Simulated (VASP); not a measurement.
Input of a VASP 6.6.1 run:

The input INCAR:

```
ALGO = Normal ; EDIFF = 1E-6
ENCUT = 520 ; GGA = PS
ISIF = 2 ; ISMEAR = 0
LASPH = True ; LCHARG = True
LELF = True ; LREAL = Auto
LVHAR = True ; LWAVE = False
NBANDS = 81 ; NELM = 100
PREC = Accurate ; SIGMA = 0.15
```

Contents of KPOINTS:

```
k-points
0
Gamma
  10 10 3
```

Contents of POSCAR:

```
Si2Mo
1.0
   -4.5744403910      0.0000000000      0.0000000000
   -2.2872201955     -3.9615815867      0.0000000000
   -0.2287220195     -0.3961581587     13.1331144996
Si Mo
12 6
Direct
    0.6716638696      0.1391663985      0.2500166667
    0.6716638696      0.0891663985      0.7500166667
    0.8358319348      0.7441636015      0.9166833333
    0.8358319348      0.7941636015      0.4166833333
    0.8358319348      0.3200011304      0.0833500000
    0.8358319348      0.2700011304      0.5833500000
    0.3283361304      0.8108302681      0.2500166667
    0.3283361304      0.7608302681      0.7500166667
    0.1641680652      0.0724997319      0.9166833333
    0.1641680652      0.1224997319      0.4166833333
    0.1641680652      0.6633288696      0.0833500000
    0.1641680652      0.6133288696      0.5833500000
    0.5000000000      0.9916650000      0.0833500000
    0.5000000000      0.9416650000      0.5833500000
    0.5000000000      0.4083316667      0.9166833333
    0.5000000000      0.4583316667      0.4166833333
    0.0000000000      0.4749983333      0.2500166667
    0.0000000000      0.4249983333      0.7500166667
```

Potentials or basis: VASP PAW PBE potentials, release 64 (Si, Mo_sv).

Run with:

```console
$ cat potpaw_PBE.64/Si/POTCAR potpaw_PBE.64/Mo_sv/POTCAR > POTCAR
$ mpirun -np 1 vasp_std > vasp.out
```

(1) Estimate the pressure.

(2) Estimate the band gap on the k mesh.

(3) Predict the largest force.

Answers

(1) 0.7 GPa.

(2) zero (filled and empty bands touch).

(3) 2.210 eV/Å.

Caveat: the cell differs from its parent crystal (the part above a cut slid along it); the PAW data sets were made with another functional, which shifts forces and pressure a little.
